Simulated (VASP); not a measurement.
# PbI2 (P-3m1) in VASP: notebook, part 2 of 2

VASP 6.6.1. The steps go on from the part before.

## (5) Relaxation of cell and atoms, PBE

Input file INCAR:

```
ALGO = Normal
EDIFF = 1E-7
EDIFFG = -0.001
ENCUT = 500
GGA = PE
GGA_COMPAT = False
IBRION = 2
ISIF = 3
ISMEAR = 0
LASPH = True
LCHARG = False
LREAL = False
LWAVE = False
NELM = 120
NELMIN = 4
NSW = 80
PREC = Accurate
SIGMA = 0.01
```

Input file KPOINTS:

```
k-points
0
Gamma
  9 9 4
```

Input file POSCAR:

```
PbI2
1.0
    4.6779478710      0.0000000000      0.0000000000
   -2.3389739355      4.0512216939      0.0000000000
    0.0000000000      0.0000000000      7.6933195126
Pb I
1 2
Direct
    0.0000000000      0.0000000000      0.0000000000
    0.3333333333      0.6666666667      0.2412178018
    0.6666666667      0.3333333333      0.7587821982
```

Potentials or basis: VASP PAW PBE potentials, release 64 (Pb_d, I).

On the command line:

```sh
> cat potpaw_PBE.64/Pb_d/POTCAR potpaw_PBE.64/I/POTCAR > POTCAR
> mpirun -np 1 vasp_std > vasp.out
```

OUTCAR:

```text
EDIFF = 1E-7
   EDIFFG = -0.001
   ENCUT = 500
   GGA = PE
   IBRION = 2
   ISIF = 3
   ISMEAR = 0
   LASPH = True
   LREAL = False
   NELM = 120
   NELMIN = 4
   NSW = 80
   PREC = Accurate

 ion  position               nearest neighbor table
   1  0.000  0.000  0.000-   2 3.28   3 3.28   3 3.28   2 3.28   3 3.28   2 3.28
   2  0.333  0.667  0.241-   1 3.28   1 3.28   1 3.28
   3  0.667  0.333  0.759-   1 3.28   1 3.28   1 3.28

  LATTYP: Found a hexagonal cell.
 ALAT       =     4.6779478710
 C/A-ratio  =     1.6445928268

  Lattice vectors:

 A1 = (   4.6779478710,   0.0000000000,   0.0000000000)
 A2 = (  -2.3389739355,   4.0512216939,   0.0000000000)
 A3 = (   0.0000000000,   0.0000000000,   7.6933195126)

Analysis of symmetry for initial positions (statically):
[... 372 lines left out ...]
  energy without entropy =       -8.62193193  energy(sigma->0) =       -8.62193193

 E-fermi :   1.0821     XC(G=0):  -7.3348

 val. band max:        1.0278241283   @ k =   0.1111   0.1111   0.5000
 cond. band min:       3.4665011895   @ k =   0.0000   0.0000   0.5000
 fundamental gap:      2.4386770613
 Fermi energy:         1.0821421622

 k-point     1 :       0.0000    0.0000    0.0000
  band No.  band energies     occupation
      1     -14.8818      2.00000
      2     -14.8818      2.00000
      3     -14.8761      2.00000
      4     -14.8679      2.00000
      5     -14.8679      2.00000
      6     -10.5956      2.00000
[... 481 lines left out ...]
      5     -14.8622      2.00000
      6     -10.2960      2.00000
[... 10 lines left out ...]
     17       5.2308      0.00000
     18       7.5384      0.00000

 [... further k-points ...]

------------------------ aborting loop because EDIFF is reached ----------------------------------------

  FORCE on cell =-STRESS in cart. coord.  units (eV):
  Direction    XX          YY          ZZ          XY          YZ          ZX
  --------------------------------------------------------------------------------------
  -------------------------------------------------------------------------------------
  Total        0.0028870      0.0028870     -0.0007424      0.0000000      0.0000000      0.0000000
  in kB        0.0312841      0.0312841     -0.0080448      0.0000000      0.0000000      0.0000000
  external PRESSURE =       0.0181745 kB  Pullay stress =       0.0000000 kB
[... 18 lines left out ...]
  FREE ENERGIE OF THE ION-ELECTRON SYSTEM (eV)
  ---------------------------------------------------
  free  energy   TOTEN  =        -8.6219319322 eV

  energy  without entropy=       -8.6219319322  energy(sigma->0) =       -8.62193193

 reached required accuracy - stopping structural energy minimisation
```

CONTCAR:

```text
PbI2
   1.00000000000000
     4.6719388277986553    0.0000000000000000    0.0000000000000000
    -2.3359694138993277    4.0460177098350636    0.0000000000000000
    -0.0000000000000000    0.0000000000000005    7.8217684904652840
  Pb              I
     1     2
Direct
     0.0000000000000000    0.0000000000000000    0.0000000000000000
     0.3333333332999970    0.6666666667000030    0.2378206778300817
     0.6666666667000030    0.3333333332999970    0.7621793221699182

  0.00000000E+00  0.00000000E+00  0.00000000E+00
  0.00000000E+00  0.00000000E+00  0.00000000E+00
  0.00000000E+00  0.00000000E+00  0.00000000E+00
```

It took 15 min on 1 thread of Oxide Virtual Turin-like, shared host; peak memory 0.3 GiB.

Results:

```
Free energy                           : -8.6219 eV
Relaxed volume                        : 49.28 Å³/atom
Relaxed cell                          : a = 4.672 Å, b = 4.672 Å, c = 7.822 Å, α = 90.00°, β = 90.00°, γ = 120.00°
Space group after relaxing (to 0.1 Å) : P-3m1 (No. 164)
Energy gained by relaxing             : 0.1 meV/atom
Ionic steps                           : 22
Pressure after relaxing               : 0.0 GPa
Band gap on the k mesh                : 2.44 eV (least direct gap 2.55 eV)
```

Step by step:
| step | energy change (eV) | largest force (eV/Å) | pressure (GPa) | volume (Å³) |
| --- | --- | --- | --- | --- |
| 1 | 0.0000 | 0.0006 | 0.00 | 145.80 |
| 2 | 0.0000 | 0.0015 | 0.00 | 145.81 |
| 3 | 0.0000 | 0.0041 | 0.00 | 145.83 |
| 4 | -0.0001 | 0.0090 | 0.00 | 145.87 |
| 5 | -0.0001 | 0.0071 | 0.00 | 145.86 |
| 6 | -0.0001 | 0.0060 | 0.01 | 145.89 |
| 7 | -0.0001 | 0.0025 | 0.02 | 145.99 |
| 8 | -0.0002 | 0.0046 | 0.05 | 146.19 |
| 9 | -0.0002 | 0.0046 | 0.05 | 146.20 |
| 10 | -0.0002 | 0.0045 | 0.04 | 146.23 |
| 11 | -0.0002 | 0.0044 | 0.04 | 146.30 |
| 12 | -0.0002 | 0.0040 | 0.04 | 146.44 |
| 13 | -0.0002 | 0.0032 | 0.03 | 146.72 |
| 14 | -0.0003 | 0.0017 | 0.02 | 147.27 |
| 15 | -0.0003 | 0.0010 | -0.01 | 148.37 |
| 16 | -0.0003 | 0.0003 | 0.00 | 147.92 |
| 17 | -0.0003 | 0.0006 | 0.01 | 147.80 |
| 18 | -0.0003 | 0.0003 | 0.00 | 147.87 |
| 19 | -0.0003 | 0.0001 | 0.00 | 147.86 |
| 20 | -0.0003 | 0.0016 | 0.00 | 147.82 |
| 21 | -0.0003 | 0.0012 | 0.00 | 147.84 |
| 22 | -0.0003 | 0.0005 | 0.00 | 147.85 |

Final structure:
```xyz
3
Lattice="4.6719 0.0000 0.0000 -2.3360 4.0460 0.0000 0.0000 0.0000 7.8218" Properties=species:S:1:pos:R:3 pbc="T T T"
Pb    0.0000    0.0000    0.0000
I     0.0000    2.6973    1.8602
I     2.3360    1.3487    5.9616
```

Caveat: spin-orbit coupling is left out, which moves the levels of the heavy elements; this functional lacks dispersion, which binds layers or chains, so the pressure and a relaxed spacing across them are unreliable.

## (6) Summary

```tsv
task	cell	smearing	gap on the mesh (eV)	pressure (GPa)	relaxed volume (Å³/atom)
single point	a = 4.678, b = 4.678, c = 7.693 Å, angles 90.0, 90.0, 120.0°, 3 atoms, atomic positions A	gaussian 0.02 eV	2.43	0.0	-
single point	a = 4.675, b = 4.675, c = 7.857 Å, angles 90.0, 90.0, 120.0°, 3 atoms, atomic positions B	gaussian 0.01 eV	2.44	0.0	-
relaxation of cell and atoms	relaxed from a = 4.678, b = 4.678, c = 7.693 Å, angles 90.0, 90.0, 120.0°, 3 atoms, atomic positions A	gaussian 0.02 eV	2.43	0.0	48.61
relaxation of cell and atoms	relaxed from a = 4.678, b = 4.678, c = 7.693 Å, angles 90.0, 90.0, 120.0°, 3 atoms, atomic positions A	gaussian 0.01 eV	2.44	0.0	49.28
```

Alike in all rows: level PBE; potentials or basis VASP PAW PBE potentials, release 64 (Pb_d, I); no spin polarisation; k mesh 9 × 9 × 4; cutoff (eV) 500.

Caveats: spin-orbit coupling is left out, which moves the levels of the heavy elements; this functional lacks dispersion, which binds layers or chains, so the pressure and a relaxed spacing across them are unreliable.

Absolute energies hang on the potentials; compare differences alone.
